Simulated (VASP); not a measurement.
Here is a VASP 6.6.1 calculation.

Contents of POSCAR:

```
HfC
1.0
    0.0000000000      2.3250000000      2.3250000000
    2.3250000000      0.0000000000      2.3250000000
    2.3250000000      2.3250000000      0.0000000000
Hf C
1 1
Direct
    0.5000000000      0.5000000000      0.5000000000
    0.0000000000      0.0000000000      0.0000000000
```

The input INCAR.step1:

```
SYSTEM = HfC
PREC     = Accurate       ! precision mode
ENCUT    = 520            ! plane-wave cutoff, eV
EDIFF    = 1E-5           ! SCF threshold, eV
ISMEAR   = -1             ! smearing method
SIGMA    = 0.05           ! smearing width, eV
LREAL    = .FALSE.        ! projectors in reciprocal space
LASPH    = .TRUE.         ! aspherical terms in the spheres
NELM     = 80             ! most SCF steps
ALGO     = Normal         ! electronic algorithm
ISIF     = 2              ! what is computed and relaxed
LWAVE    = .TRUE.         ! write WAVECAR
LCHARG   = .FALSE.        ! write CHGCAR
NBANDS   = 14             ! bands
GGA      = PE             ! functional
KPAR     = 2
```

The input INCAR.step2:

```
SYSTEM = HfC
PREC     = Accurate       ! precision mode
ENCUT    = 520            ! plane-wave cutoff, eV
EDIFF    = 1E-6           ! SCF threshold, eV
ISMEAR   = -1             ! smearing method
SIGMA    = 0.05           ! smearing width, eV
LREAL    = .FALSE.        ! projectors in reciprocal space
LASPH    = .TRUE.         ! aspherical terms in the spheres
NELM     = 80             ! most SCF steps
ALGO     = Normal         ! electronic algorithm
ISIF     = 2              ! what is computed and relaxed
LWAVE    = .FALSE.        ! write WAVECAR
LCHARG   = .FALSE.        ! write CHGCAR
GGA      = PE             ! functional
LHFCALC  = .TRUE.         ! exact exchange
AEXX     = 0.25           ! exact-exchange fraction
PRECFOCK = Normal       
NBANDS   = 14             ! bands
ISTART   = 1            
KPAR     = 2
```

Contents of KPOINTS:

```
regular mesh
0
G
  8 8 8
  0 0 0
```

Potentials or basis: VASP PAW PBE potentials, release 64 (Hf_pv, C).

Launch:

```sh
$ cat potpaw_PBE.64/Hf_pv/POTCAR potpaw_PBE.64/C/POTCAR > POTCAR
$ cp INCAR.step1 INCAR
$ mpirun -np 2 vasp_std > vasp.out
$ cp INCAR.step2 INCAR
$ mpirun -np 2 vasp_std > vasp.out
```

Question: Estimate the band gap on the k mesh.

Answer: Zero (bands 7 and 8 overlap by 2.01 eV).

Question: Predict the pressure.

Answer: -4.3 GPa.

Caveat: the cell stands under tension; the PAW data sets were made with another functional, which shifts forces and pressure a little; spin-orbit coupling is left out, which moves the levels of the heavy elements.
